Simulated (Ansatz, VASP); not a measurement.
**Be3S in VASP and in Ansatz**

```xyz
4
Lattice="3.4980 0.0000 0.0000 0.0000 3.4980 0.0000 0.0000 0.0000 3.4980" Properties=species:S:1:pos:R:3 pbc="T T T"
Be    0.0000    1.7490    1.7490
Be    1.7490    0.0000    1.7490
Be    1.7490    1.7490    0.0000
S     0.0000    0.0000    0.0000
```

Alike in both runs: task relaxation of cell and atoms; functional PBE; k mesh 14 × 14 × 14; occupations gaussian, width 0.1 eV; no spin polarisation.

|  | VASP | Ansatz |
| --- | --- | --- |
| version | VASP 6.6.1 | Ansatz 0.2.0 |
| potentials or method | VASP PAW PBE potentials, release 64 (Be, S), cutoff 600 eV | scalar-relativistic, plane waves, PAW |
| valence electrons in the cell | 12 | 12 |

```csv
,VASP,Ansatz,Ansatz less VASP
"gap on the k mesh at the Fermi level, each at its own relaxed structure (eV)",none,none,-
relaxed volume (Å³/atom),10.52,10.50,-0.015
relaxed length of the cell vector where the two differ most in proportion (Å),3.478,3.476,-0.0016
```

A gap of «none» marks a metal or a gap that the smearing closes.
